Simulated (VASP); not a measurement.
# La3Hf2C4 (P6/mmm) in VASP: further runs, part 2 of 2

VASP 6.6.1. The steps go on from the part before.

### 5 Relaxation of cell and atoms, PBE

This run uses another cell than the first one, of 17.97 Å³/atom.

File INCAR:

```
  ALGO = Normal
  EDIFF = 1E-7
  EDIFFG = -0.04
  ENCUT = 600
  GGA = PE
  IBRION = 2
  ISIF = 3
  ISMEAR = 0
  LASPH = True
  LCHARG = False
  LREAL = False
  LWAVE = False
  NELM = 60
  NSW = 90
  PREC = Accurate
  SIGMA = 0.1
```

File KPOINTS:

```
k-points
0
Gamma
  3 3 4
```

File POSCAR:

```
La3Hf2C4
1.0
    6.3526603400      0.0000000000      0.0000000000
   -3.1763301700      5.5015652400      0.0000000000
    0.0000000000      0.0000000000      4.6283928700
La Hf C
3 2 4
Direct
    0.3333333300      0.6666666700      0.0000000000
    0.6666666700      0.3333333300      0.0000000000
    0.0000000000      0.0000000000      0.0000000000
    0.3333333300      0.6666666700      0.5000000000
    0.6666666700      0.3333333300      0.5000000000
    0.5000000000      0.0000000000      0.0000000000
    0.0000000000      0.5000000000      0.0000000000
    0.5000000000      0.5000000000      0.0000000000
    0.0000000000      0.0000000000      0.5000000000
```

Potentials or basis: VASP PAW PBE potentials, release 64 (La, Hf_pv, C).

Run with:

```bash
> cat potpaw_PBE.64/La/POTCAR potpaw_PBE.64/Hf_pv/POTCAR potpaw_PBE.64/C/POTCAR > POTCAR
> mpirun -np 1 vasp_std > vasp.out
```

OUTCAR:

```text
EDIFF = 1E-7
   EDIFFG = -0.04
   ENCUT = 600
   GGA = PE
   IBRION = 2
   ISIF = 3
   ISMEAR = 0
   LASPH = True
   LREAL = False
   NELM = 60
   NSW = 90
   PREC = Accurate

 ion  position               nearest neighbor table
   1  0.333  0.667  0.000-   7 1.83   6 1.83   8 1.83   4 2.31   4 2.31   3 3.67   2 3.67   2 3.67
                             3 3.67   3 3.67   2 3.67
   2  0.667  0.333  0.000-   7 1.83   6 1.83   8 1.83   5 2.31   5 2.31   3 3.67   1 3.67   1 3.67
                             3 3.67   3 3.67   1 3.67
   3  0.000  0.000  0.000-   9 2.31   9 2.31   1 3.67   2 3.67   2 3.67   1 3.67   2 3.67   1 3.67

   4  0.333  0.667  0.500-   1 2.31   1 2.31   7 2.95   7 2.95   6 2.95   6 2.95   8 2.95   8 2.95
                             5 3.67   5 3.67   5 3.67
   5  0.667  0.333  0.500-   2 2.31   2 2.31   7 2.95   7 2.95   6 2.95   6 2.95   8 2.95   8 2.95
                             4 3.67   4 3.67   4 3.67
   6  0.500  0.000  0.000-   1 1.83   2 1.83   4 2.95   5 2.95   4 2.95   5 2.95
   7  0.000  0.500  0.000-   1 1.83   2 1.83   4 2.95   5 2.95   4 2.95   5 2.95
   8  0.500  0.500  0.000-   1 1.83   2 1.83   4 2.95   5 2.95   4 2.95   5 2.95
   9  0.000  0.000  0.500-   3 2.31   3 2.31

  LATTYP: Found a hexagonal cell.
 ALAT       =     6.3526603400
 C/A-ratio  =     0.7285755294

  Lattice vectors:

 A1 = (   6.3526603400,   0.0000000000,   0.0000000000)
 A2 = (  -3.1763301700,   5.5015652400,   0.0000000000)
 A3 = (   0.0000000000,   0.0000000000,   4.6283928700)

Analysis of symmetry for initial positions (statically):
=====================================================================
 Subroutine PRICEL returns:
 Original cell was already a primitive cell.

 Routine SETGRP: Setting up the symmetry group for a
 hexagonal supercell.

 Subroutine GETGRP returns: Found 24 space group operations
 (whereof 24 operations were pure point group operations)
 out of a pool of 24 trial point group operations.

The static configuration has the point symmetry D_6h.

Analysis of symmetry for dynamics (positions and initial velocities):
=====================================================================
 Subroutine PRICEL returns:
 Original cell was already a primitive cell.
[... 119 lines left out ...]
   EMIN   =  10.00;   EMAX   =-10.00  energy-range for DOS
   EFERMI =   0.00;   METHOD = LEGACY
   ISMEAR =     0;   SIGMA  =   0.10  broadening in eV -4-tet -1-fermi 0-gaus
   EFERMI_NEDOS =   21; number of points for ismear=-14 and -15
   IALGO  =     38    algorithm
   IMIX   =      4    mixing-type and parameters
     AMIX     =   0.40;   BMIX     =  1.00
     AMIX_MAG =   1.60;   BMIX_MAG =  1.00
  volume/ion in A,a.u.               =      17.97       121.29
  Fermi-wavevector in a.u.,A,eV,Ry     =   1.232349  2.328802 20.662961  1.518685
  Thomas-Fermi vector in A             =   2.367123
   LORBIT       =      0    0 simple, 1 ext, 2 COOP (PROOUT), +10 PAW based schemes
   GGA     = PE    functional components
   LHFCALC =     F    Hartree Fock is set to
   AEXX    =    0.0000 exact exchange contribution
   IVDW    =     0    specifies the selected vdW correction
   LEPSILON=     F    determine dielectric tensor
   LRPA    =     F    only Hartree local field effects (RPA)
 conjugate gradient relaxation of ions
 non-spin polarized calculation
 Gauss-broadening in eV      SIGMA  =   0.10
  energy-cutoff  :      600.00
  volume of cell :      161.76
 maximum number of plane-waves:      5418
 NGX is ok and might be reduce to    54
   NGX = 25   NGY = 25   NGZ = 19

--------------------------------------- Ionic step        1  -------------------------------------------

 number of electron      69.0000001 magnetization

 Free energy of the ion-electron system (eV)
  ---------------------------------------------------
  ext. energy  EPLUGINS =         0.00000000
  ---------------------------------------------------
  free energy    TOTEN  =       -38.44638569 eV

  energy without entropy =      -38.36326411  energy(sigma->0) =      -38.40482490

 E-fermi :   7.4061     XC(G=0): -10.6228

 val. band max:        7.4022924375   @ k =   0.3333   0.3333   0.2500
 cond. band min:       7.4086173598   @ k =   0.0000   0.0000   0.5000
 fundamental gap:      0.0063249223
 Fermi energy:         7.4061081221
[... 840 lines left out ...]
     40       2.6430      0.00006
     41       2.9223      0.00000

------------------------ aborting loop EDIFF was not reached (unconverged)  ----------------------------

  FORCE on cell =-STRESS in cart. coord.  units (eV):
  Direction    XX          YY          ZZ          XY          YZ          ZX
  --------------------------------------------------------------------------------------
  -------------------------------------------------------------------------------------
  Total      -12.9807412    -12.9807412    -17.1491898      0.0000000      0.0000000      0.0000000
  in kB      -65.4959393    -65.4959394    -86.5283636      0.0000000      0.0000000      0.0000000
  external PRESSURE =     -72.5067474 kB  Pullay stress =       0.0000000 kB
[... 159 lines left out ...]
--------------------------------------- Ionic step        6  -------------------------------------------

 number of electron      69.0000003 magnetization

 Free energy of the ion-electron system (eV)
  ---------------------------------------------------
  ext. energy  EPLUGINS =         0.00000000
  ---------------------------------------------------
  free energy    TOTEN  =       -47.86133948 eV

  energy without entropy =      -47.81200630  energy(sigma->0) =      -47.83667289

 E-fermi :   3.6868     XC(G=0):  -8.7095

 val. band max:        3.6682628994   @ k =   0.3333   0.3333   0.2500
 cond. band min:       3.7195226174   @ k =   0.3333   0.3333   0.5000
 fundamental gap:      0.0512597180
 Fermi energy:         3.6867879127
[... 430 lines left out ...]
  FREE ENERGIE OF THE ION-ELECTRON SYSTEM (eV)
  ---------------------------------------------------
  free  energy   TOTEN  =       -47.8613394815 eV

  energy  without entropy=      -47.8120063003  energy(sigma->0) =      -47.83667289

 reached required accuracy - stopping structural energy minimisation
```

OSZICAR:

```text
N       E                     dE             d eps       ncg     rms          rms(c)
DAV:   1     0.969695005095E+03    0.96970E+03   -0.29408E+04   746   0.267E+03
DAV:   2     0.228616680967E+03   -0.74108E+03   -0.72483E+03   914   0.508E+02
DAV:   3    -0.595063528374E+01   -0.23457E+03   -0.23088E+03  1284   0.298E+02
[... 141 lines left out ...]
DAV:   7    -0.478613397836E+02   -0.90072E-06   -0.10992E-04  1220   0.495E-02    0.116E-02
DAV:   8    -0.478613386167E+02    0.11669E-05   -0.27340E-05  1324   0.205E-02    0.540E-03
DAV:   9    -0.478613393867E+02   -0.76999E-06   -0.80966E-06  1324   0.928E-03    0.325E-03
DAV:  10    -0.478613394444E+02   -0.57669E-07   -0.24433E-06  1148   0.532E-03    0.152E-03
DAV:  11    -0.478613394815E+02   -0.37104E-07   -0.71910E-07   914   0.360E-03
   6 F= -.47861339E+02 E0= -.47836673E+02  d E =-.411332E-01
```

Wall time 20 min (1 thread of Intel Xeon Platinum 8488C (Sapphire Rapids), shared host); peak memory 0.4 GiB.

Results:

* Free energy: -47.8613 eV
* Relaxed volume: 28.48 Å³/atom
* Relaxed cell: a = 7.373 Å, b = 7.373 Å, c = 5.444 Å, α = 90.00°, β = 90.00°, γ = 120.00°
* Space group after relaxing (to 0.1 Å): P6/mmm (No. 191)
* Energy gained by relaxing: 1046.1 meV/atom
* Ionic steps: 6
* Pressure after relaxing: -0.1 GPa
* Band gap on the k mesh: zero (an odd number of electrons rules out a gap without spin polarisation)

The path:
| step | energy change (eV) | largest force (eV/Å) | pressure (GPa) | volume (Å³) |
| --- | --- | --- | --- | --- |
| 1 | 0.0000 | 0.0000 | 46.67 | 161.76 |
| 2 | -8.1415 | 0.0000 | -7.25 | 317.54 |
| 3 | -9.3735 | 0.0000 | 0.32 | 252.52 |
| 4 | -9.3738 | 0.0000 | 0.02 | 254.61 |
| 5 | -9.4130 | 0.0000 | -0.11 | 255.97 |
| 6 | -9.4150 | 0.0000 | -0.13 | 256.31 |

Final structure:
```cif
data_structure
_symmetry_space_group_name_H-M 'P 1'
_symmetry_Int_Tables_number 1
_cell_length_a 7.3732
_cell_length_b 7.3732
_cell_length_c 5.4442
_cell_angle_alpha 90.000
_cell_angle_beta 90.000
_cell_angle_gamma 120.000
_cell_volume 256.31
loop_
_atom_site_label
_atom_site_type_symbol
_atom_site_fract_x
_atom_site_fract_y
_atom_site_fract_z
_atom_site_occupancy
La1 La 0.33333 0.66667 0.00000 1
La2 La 0.66667 0.33333 0.00000 1
La3 La 0.00000 0.00000 0.00000 1
Hf1 Hf 0.33333 0.66667 0.50000 1
Hf2 Hf 0.66667 0.33333 0.50000 1
C1 C 0.50000 0.00000 0.00000 1
C2 C 0.00000 0.50000 0.00000 1
C3 C 0.50000 0.50000 0.00000 1
C4 C 0.00000 0.00000 0.50000 1
```

Caveat: the k points lie up to 0.33 Å⁻¹ apart in the final cell, too coarse for converged energies and pressures of a metal; the volume moved by over 15 % at a fixed basis, so the end points are rough; spin-orbit coupling is left out, which moves the levels of the heavy elements.

### 6 Single point, PBE

This run uses another cell than the first one, of 28.66 Å³/atom.

File INCAR:

```
PREC     = Accurate       # precision mode
ENCUT    = 520            # plane-wave cutoff, eV
EDIFF    = 1E-6           # SCF threshold, eV
ISMEAR   = 0              # smearing method
SIGMA    = 0.1            # smearing width, eV
LREAL    = F              # projectors in reciprocal space
LASPH    = T              # aspherical terms in the spheres
NELM     = 60             # most SCF steps
ALGO     = Normal         # electronic algorithm
ISIF     = 2              # what is computed and relaxed
LWAVE    = F              # write WAVECAR
LCHARG   = F              # write CHGCAR
GGA      = PE             # functional
NBANDS   = 44             # bands
```

File KPOINTS:

```
Automatic mesh
0
Gamma
  6 6 8
```

File POSCAR:

```
La3Hf2C4
1.0
    7.3612799432      0.0000000000      0.0000000000
   -3.6806399716      6.3750554351      0.0000000000
    0.0000000000      0.0000000000      5.4967366176
La Hf C
3 2 4
Direct
    0.3333333333      0.6666666667      0.0000000000
    0.6666666667      0.3333333333      0.0000000000
    0.0000000000      0.0000000000      0.0000000000
    0.3333333333      0.6666666667      0.5000000000
    0.6666666667      0.3333333333      0.5000000000
    0.5000000000      0.0000000000      0.0000000000
    0.0000000000      0.5000000000      0.0000000000
    0.5000000000      0.5000000000      0.0000000000
    0.0000000000      0.0000000000      0.5000000000
```

Potentials or basis: VASP PAW PBE potentials, release 64 (La, Hf_pv, C).

Run with:

```bash
> cat potpaw_PBE.64/La/POTCAR potpaw_PBE.64/Hf_pv/POTCAR potpaw_PBE.64/C/POTCAR > POTCAR
> mpirun -np 1 vasp_std > vasp.out
```

Run time: 12 min. Hardware: 1 thread of Intel Xeon Platinum 8488C (Sapphire Rapids), shared host; peak memory 0.6 GiB.

Results (log left out):

```yaml
Free_energy: -47.8190 eV
Pressure: -0.1 GPa
Band_gap_on_the_k_mesh: zero (an odd number of electrons rules out a gap without spin polarisation)
```

Stress tensor (GPa, compression positive):
```
 0.02  0.00  0.00
 0.00  0.02  0.00
 0.00  0.00 -0.23
```

Levels at points of the mesh, in eV from the Fermi level:
| k point | band 31 | band 32 | band 33 | band 34 | band 35 | band 36 | band 37 | band 38 | band 39 | band 40 |
| --- | --- | --- | --- | --- | --- | --- | --- | --- | --- | --- |
| (0.00, 0.00, 0.00) | -0.82 | -0.77 | -0.77 | -0.56 | -0.27 | -0.27 | 0.25 | 0.43 | 0.43 | 1.18 |
| (0.50, 0.00, 0.00) | -1.09 | -0.62 | -0.48 | -0.24 | -0.08 | 0.22 | 0.35 | 0.42 | 0.59 | 0.61 |
| (0.00, 0.00, 0.50) | -1.07 | -0.91 | 0.05 | 0.05 | 0.54 | 0.54 | 0.89 | 0.89 | 0.89 | 1.14 |
| (0.50, 0.00, 0.50) | -0.72 | -0.28 | -0.11 | 0.03 | 0.12 | 0.25 | 0.36 | 0.48 | 0.64 | 0.66 |

Caveat: spin-orbit coupling is left out, which moves the levels of the heavy elements.

### 7 The runs side by side

| task | cell | k mesh | cutoff (eV) | gap on the mesh (eV) | pressure (GPa) | relaxed volume (Å³/atom) |
| --- | --- | --- | --- | --- | --- | --- |
| relaxation of cell and atoms | relaxed from a = 7.374, b = 7.374, c = 5.452 Å, angles 90.0, 90.0, 120.0°, 9 atoms | 6 × 6 × 8 | 600 | none | 0.0 | 28.63 |
| single point | a = 6.353, b = 6.353, c = 4.628 Å, angles 90.0, 90.0, 120.0°, 9 atoms | 3 × 3 × 4 | 520 | none | 46.7 | - |
| single point | a = 7.374, b = 7.374, c = 5.452 Å, angles 90.0, 90.0, 120.0°, 9 atoms | 3 × 3 × 4 | 520 | none | -0.1 | - |
| relaxation of cell and atoms | relaxed from a = 6.353, b = 6.353, c = 4.628 Å, angles 90.0, 90.0, 120.0°, 9 atoms | 3 × 3 × 4 | 600 | none | -0.1 | 28.48 |
| single point | a = 7.361, b = 7.361, c = 5.497 Å, angles 90.0, 90.0, 120.0°, 9 atoms | 6 × 6 × 8 | 520 | none | -0.1 | - |

Alike in all rows: level PBE; potentials or basis VASP PAW PBE potentials, release 64 (La, Hf_pv, C); no spin polarisation; smearing gaussian 0.1 eV.

Caveats: some runs use coarse meshes; spin-orbit coupling is left out, which moves the levels of the heavy elements; the volume moved by over 15 % at a fixed basis, so the end points are rough (at least some runs).

Total energies depend on the potentials used, so only differences within one code and one set of settings carry meaning.
